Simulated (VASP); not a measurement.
Ta2C:

```
Ta C
1.0
     3.10590    0.00000    0.00000
    -1.55295    2.68979    0.00000
     0.00000    0.00000    4.94640
Ta C
2 1
Direct
  0.33333 0.66667 0.25201
  0.66667 0.33333 0.74799
  0.00000 0.00000 0.00000
```

Program: VASP 6.6.1. Alike in all runs: task single point; no spin polarisation; cell as given; k mesh 12 × 12 × 7; cutoff (eV) 600; smearing fermi-dirac 0.05 eV.

Problem. Order these runs on this cell by their pressure, lowest first.
A. level BLYP; potentials or basis VASP PAW PBE potentials, release 64 (Ta_pv, C)
B. level PBEsol; potentials or basis VASP PAW PBE potentials, release 64 (Ta_pv, C)
C. level LDA; potentials or basis VASP PAW LDA potentials, release 64 (Ta_pv, C)

Solution. C (-7.1 GPa), B (-2.7 GPa), A (14.2 GPa).

Caveats: the PAW data sets were made with another functional, which shifts forces and pressure a little (at least some runs); the cell stands under tension (at least some runs); the cell stands under pressure (at least some runs).
